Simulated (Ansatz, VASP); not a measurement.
## SrTiO3 in VASP and in Ansatz

INCAR

```
SYSTEM = SrTiO3
PREC = Accurate
ENCUT = 520
EDIFF = 1E-6
ISMEAR = 0
SIGMA = 0.05
LREAL = .FALSE.
LASPH = .TRUE.
NELM = 100
ALGO = Normal
ISIF = 2
LWAVE = .FALSE.
LCHARG = .FALSE.
GGA = PS
NBANDS = 51
```

File KPOINTS:

```
regular mesh
0
G
  8 8 8
  0 0 0
```

POSCAR

```
SrTiO3
1.0
   -2.7435446834      2.7572624068      3.9043133139
    2.7435446834     -2.7572624068      3.9043133139
    2.7435446834      2.7572624068     -3.9043133139
Sr Ti O
2 2 6
Direct
    0.7500000000      0.2500000000      0.5000000000
    0.2500000000      0.7500000000      0.5000000000
    0.0000000000      0.0000000000      0.0000000000
    0.5000000000      0.5000000000      0.0000000000
    0.2500000000      0.2500000000      0.0000000000
    0.7500000000      0.7500000000      0.0000000000
    0.7253545255      0.2253545255      0.9507090510
    0.2253545255      0.2746454745      0.5000000000
    0.2746454745      0.7746454745      0.0492909490
    0.7746454745      0.7253545255      0.5000000000
```

Input for Ansatz:

```yaml
crystal:
  lattice:
    - [-2.7435446834, 2.7572624068, 3.9043133139]
    - [2.7435446834, -2.7572624068, 3.9043133139]
    - [2.7435446834, 2.7572624068, -3.9043133139]
  atoms:
    - { symbol: Sr, position: [0.75, 0.25, 0.5] }
    - { symbol: Sr, position: [0.25, 0.75, 0.5] }
    - { symbol: Ti, position: [0.0, 0.0, 0.0] }
    - { symbol: Ti, position: [0.5, 0.5, 0.0] }
    - { symbol: O, position: [0.25, 0.25, 0.0] }
    - { symbol: O, position: [0.75, 0.75, 0.0] }
    - { symbol: O, position: [0.7253545255, 0.2253545255, 0.950709051] }
    - { symbol: O, position: [0.2253545255, 0.2746454745, 0.5] }
    - { symbol: O, position: [0.2746454745, 0.7746454745, 0.049290949] }
    - { symbol: O, position: [0.7746454745, 0.7253545255, 0.5] }
basis:
  ecutwfc: 420
kpoints:
  mp_grid: { grid: [8, 8, 8] }
hamiltonian:
  xc: pbesol
scf:
  occupations: { method: gaussian, width: 0.05 }
output:
  forces: true
  stress: true
  eigenvalues: true
  write_density: true
  write_potential: true
  elf: true
  volumetric_format: npy
```

Change from the starting cell: strain +0.0050 x Voigt [0, 1, 0, 0, 0, 0], atoms carried along.

Alike in both runs: task single point; functional PBEsol; k mesh 8 × 8 × 8; occupations gaussian, width 0.05 eV; no spin polarisation.

|  | VASP | Ansatz |
| --- | --- | --- |
| version | VASP 6.6.1 | Ansatz 0.2.0 |
| potentials or method | VASP PAW PBE potentials, release 64 (Sr_sv, Ti_sv, O), cutoff 520 eV | scalar-relativistic, plane waves, PAW |
| valence electrons in the cell | 80 | 80 |

|  | VASP | Ansatz | Ansatz less VASP |
| --- | --- | --- | --- |
| gap on the k mesh at the Fermi level (eV) | 1.92 | 1.95 | +0.030 |
| least direct gap on the mesh (eV) | 1.93 | 1.96 | +0.030 |
| pressure (GPa) | -0.2 | -0.9 | -0.69 |
| traceless stress, the component that is largest in VASP (GPa) | -0.77 | -0.75 | +0.016 |
| rms of the force components (eV/Å) | 0.006 | 0.003 | -0.0022 |

VASP's potentials were made for PBE, not for PBEsol. Atom by atom the forces differ by 0.002 eV/Å (rms over components). With one functional, cell and mesh, what is left measures potentials, basis and numerics.
